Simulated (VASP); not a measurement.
Wanted: the native input for a VASP 6.6.1 run.

* Task: single point
* Functional: PBEsol
* Potentials or basis: VASP PAW PBE potentials, release 64 (Cu)
* Cutoff: 520 eV
* k mesh: 14 × 10 × 14
* Occupations: fermi-dirac, width 0.1 eV
* Spin: no spin polarisation
* Dipole correction: no
* Further INCAR settings: ALGO = Normal; EDIFF = 1e-06; NBANDS = 18; ISYM = 0

The structure of Cu lies in POSCAR:

```
Cu
1.0
   -1.7817812439      1.7817812439      0.0000000000
    0.0000000000      0.0000000000      3.5635624878
    1.7817812439      1.7817812439      0.0000000000
Cu
2
Direct
    0.0000000000      0.0000000000      0.0000000000
    0.5000000000      0.5000000000      0.5000000000
```

These files were run (other wordings do the same):

INCAR

```
SYSTEM = Cu
  ALGO = Normal
  EDIFF = 1E-6
  ENCUT = 520
  GGA = PS
  ISIF = 2
  ISMEAR = -1
  ISYM = 0
  LASPH = .True.
  LCHARG = .True.
  LELF = .True.
  LREAL = .False.
  LVHAR = .True.
  LWAVE = .False.
  NBANDS = 18
  NELM = 60
  PREC = Accurate
  SIGMA = 0.1
```

KPOINTS

```
k-points
0
Gamma
  14 10 14
  0 0 0
```

Potentials or basis: VASP PAW PBE potentials, release 64 (Cu).

Run with:

```bash
$ cat potpaw_PBE.64/Cu/POTCAR > POTCAR
$ mpirun -np 1 vasp_std > vasp.out
```

Results of the run:

```
Pressure               : 0.9 GPa
Band gap on the k mesh : zero (band 11 reaches 14.28 eV, above the bottom of band 12 at 5.96 eV)
```

Caveat: the PAW data sets were made with another functional, which shifts forces and pressure a little.

Wall time 5.3 min on 1 thread of Oxide Virtual Turin-like Processor, with other jobs on the host, peak memory 0.37 GiB.
